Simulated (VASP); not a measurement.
Here is a VASP 6.6.1 calculation.

INCAR

```
SYSTEM = SrO
PREC     = Accurate       ! precision mode
ENCUT    = 600            ! plane-wave cutoff, eV
EDIFF    = 1E-6           ! SCF threshold, eV
ISMEAR   = 0              ! smearing method
SIGMA    = 0.1            ! smearing width, eV
LREAL    = .FALSE.        ! projectors in reciprocal space
LASPH    = .TRUE.         ! aspherical terms in the spheres
NELM     = 120            ! most SCF steps
ALGO     = Normal         ! electronic algorithm
ISIF     = 2              ! what is computed and relaxed
LWAVE    = .FALSE.        ! write WAVECAR
LCHARG   = .FALSE.        ! write CHGCAR
GGA      = PE             ! functional
NBANDS   = 15             ! bands
GGA_COMPAT= .FALSE.
```

Contents of KPOINTS:

```
regular mesh
0
G
  6 6 6
  0 0 0
```

POSCAR

```
SrO
1.0
    0.0000000000      2.5147797853      2.5147797853
    2.5147797853      0.0000000000      2.5147797853
    2.5147797853      2.5147797853      0.0000000000
Sr O
1 1
Direct
    0.5000000000      0.5000000000      0.5000000000
    0.0000000000      0.0000000000      0.0000000000
```

Potentials or basis: VASP PAW PBE potentials, release 64 (Sr_sv, O).

Launch:

```bash
$ cat potpaw_PBE.64/Sr_sv/POTCAR potpaw_PBE.64/O/POTCAR > POTCAR
$ mpirun -np 1 vasp_std > vasp.out
```

Question: Estimate the band gap on the k mesh.

Answer: 3.22 eV, indirect (least direct gap 3.25 eV).

Question: What does it give for the pressure?

Answer: 10.9 GPa.

A k mesh can miss the band edges. A hybrid or GW would open this gap; PBE tends to underestimate it.
